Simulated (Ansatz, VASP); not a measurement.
**One calculation of CdS, two programs**

```
Cd S
1.0
     0.00000    2.35835    2.35835
     2.35835    0.00000    2.35835
     2.35835    2.35835    0.00000
Cd S
1 1
Direct
  0.00000 0.00000 0.00000
  0.25000 0.25000 0.25000
```

Change from the starting cell: volume scaled by 0.55, PAW files.

Alike in both runs: task single point; functional LDA; k mesh 11 × 11 × 11; occupations fermi-dirac, width 0.08 eV; no spin polarisation.

|  | VASP | Ansatz |
| --- | --- | --- |
| version | VASP 6.6.1 | Ansatz 0.2.0 |
| potentials or method | VASP PAW LDA potentials, release 64 (Cd, S) | PAW with Ansatz's default frozen-core files, scalar-relativistic |
| plane-wave cutoff (eV) | 520 | 420 |
| valence electrons in the cell | 18 | 26 |

VASP gave:

- pressure (GPa): 164.7

Q: Which values does Ansatz return?

A: Pressure (GPa): 158.7.

LDA's correlation is that of Perdew and Zunger in VASP and of Perdew and Wang (1992) in Ansatz. Both programs put the cell under a high pressure, so it lies far from rest at this level. VASP's potentials hold 18 valence electrons a cell and Ansatz's 26, so a difference there can come from the potentials and not from the codes.

Noted on VASP's run: the cell as given lies far from equilibrium.
